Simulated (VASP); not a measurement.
A run of VASP 6.6.1:

Contents of INCAR:

```
PREC     = Accurate       # precision mode
ENCUT    = 520            # plane-wave cutoff, eV
EDIFF    = 1E-6           # SCF threshold, eV
ISMEAR   = -1             # smearing method
SIGMA    = 0.06122561905347299 # smearing width, eV
LREAL    = F              # projectors in reciprocal space
LASPH    = T              # aspherical terms in the spheres
NELM     = 100            # most SCF steps
ALGO     = Normal         # electronic algorithm
ISIF     = 2              # what is computed and relaxed
LWAVE    = F              # write WAVECAR
LCHARG   = T              # write CHGCAR
GGA      = PE             # functional
LELF     = T              # ELF
LVHAR    = T            
NBANDS   = 7              # bands
```

File KPOINTS:

```
Automatic mesh
0
Gamma
  41 41 41
```

The input POSCAR:

```
Mg
1.0
    0.0000000000      2.2759208615      2.2759208615
    2.2759208615      0.0000000000      2.2759208615
    2.2759208615      2.2759208615      0.0000000000
Mg
1
Direct
    0.0000000000      0.0000000000      0.0000000000
```

Potentials or basis: VASP PAW PBE potentials, release 64 (Mg).

Launch:

```sh
$ cat potpaw_PBE.64/Mg/POTCAR > POTCAR
$ mpirun -np 1 vasp_std > vasp.out
```

Hardware: 1 thread of Intel(R) Xeon(R) Platinum 8559C (Emerald Rapids), with other jobs on the host.

Task: How long does it take, and how much memory?

Result: Wall time 83 s on 1 thread of Intel(R) Xeon(R) Platinum 8559C (Emerald Rapids) (shared host), peak memory 0.39 GiB. Counts: scf iterations 9, k points 1771.
